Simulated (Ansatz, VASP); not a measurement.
**One calculation of Ta, two programs**

File POSCAR:

```
Ta
1.0
   -1.6533592789      1.6533592789      1.6533592789
    1.6533592789     -1.6533592789      1.6533592789
    1.6533592789      1.6533592789     -1.6533592789
Ta
1
Direct
    0.0000000000      0.0000000000      0.0000000000
```

Contents of INCAR.step1:

```
SYSTEM = Ta
PREC = Accurate
ENCUT = 520
ISMEAR = 0
SIGMA = 1.0
LREAL = .FALSE.
LASPH = .TRUE.
NELM = 60
NBANDS = 12
GGA = PE
ALGO = Normal
EDIFF = 1E-4
LWAVE = .TRUE.
LCHARG = .FALSE.
```

The input INCAR.step2:

```
SYSTEM = Ta
PREC = Accurate
ENCUT = 520
EDIFF = 1E-7
ISMEAR = 0
SIGMA = 1.0
LREAL = .FALSE.
LASPH = .TRUE.
NELM = 60
ALGO = Normal
ISIF = 2
LWAVE = .FALSE.
LCHARG = .FALSE.
METAGGA = R2SCAN
LMIXTAU = .TRUE.
NBANDS = 12
ISTART = 1
```

KPOINTS

```
Automatic mesh
0
G
  13 13 13
  0 0 0
```

Input for Ansatz:

```yaml
crystal:
  lattice:
    - [-1.6533592789, 1.6533592789, 1.6533592789]
    - [1.6533592789, -1.6533592789, 1.6533592789]
    - [1.6533592789, 1.6533592789, -1.6533592789]
  atoms:
    - { symbol: Ta, position: [0.0, 0.0, 0.0] }
hamiltonian:
  xc: r2scan
  pseudopotentials:
    kind: paw
    azcp:
      Ta: "pseudopotentials/Ta.paw.azcp"
basis:
  ecutwfc: 500
  fft_grid_basis: typed
kpoints:
  mp_grid: { grid: [13, 13, 13], shift: [0, 0, 0] }
magnetization:
  spin_polarized: false
scf:
  occupations: { method: gaussian, width: 1.0 }
  lower_state_search: "off"
output:
  stress: true
```

Alike in both runs: task single point; functional r2SCAN; k mesh 13 × 13 × 13; occupations gaussian, width 1 eV; no spin polarisation.

```csv
,VASP,Ansatz
version,VASP 6.6.1,Ansatz 0.2.0
potentials or method,"VASP PAW PBE potentials, release 64 (Ta_pv), cutoff 520 eV","plane waves (500 eV) with PAW, scalar-relativistic"
valence electrons in the cell,11,13
```

|  | VASP | Ansatz | Ansatz less VASP |
| --- | --- | --- | --- |
| pressure (GPa) | 2.7 | 2.1 | -0.64 |

VASP's potentials were made for PBE, not for r2SCAN. VASP's potentials hold 11 valence electrons a cell and Ansatz's 13, so a difference there can come from the potentials and not from the codes.

Spin-orbit coupling is off throughout.
